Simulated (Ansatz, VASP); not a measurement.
# Two plane-wave programs on Ta

```
Ta
1.0
    -1.62767    1.62767    1.62767
     1.62767   -1.62767    1.62767
     1.62767    1.62767   -1.62767
Ta
1
Direct
  0.00000 0.00000 0.00000
```

Alike in both runs: task single point; functional LDA; k mesh 14 × 14 × 14; no spin polarisation.

|  | VASP | Ansatz |
| --- | --- | --- |
| version | VASP 6.6.1 | Ansatz 0.2.0 |
| potentials or method | VASP PAW LDA potentials, release 64 (Ta_pv), cutoff 520 eV | plane waves (420 eV) with PAW, scalar-relativistic |
| occupations | methfessel-paxton of order 1, width 0.01 eV | cold, width 0.01 eV |
| valence electrons in the cell | 11 | 13 |

|  | VASP | Ansatz | Ansatz less VASP |
| --- | --- | --- | --- |
| pressure (GPa) | 0.9 | -0.2 | -1.01 |

Ansatz warns that its potentials were made for another functional, while VASP's fit it. LDA's correlation is that of Perdew and Zunger in VASP and of Perdew and Wang (1992) in Ansatz. VASP's potentials hold 11 valence electrons a cell and Ansatz's 13, so a difference there can come from the potentials and not from the codes.

Neither program's run includes spin-orbit coupling.
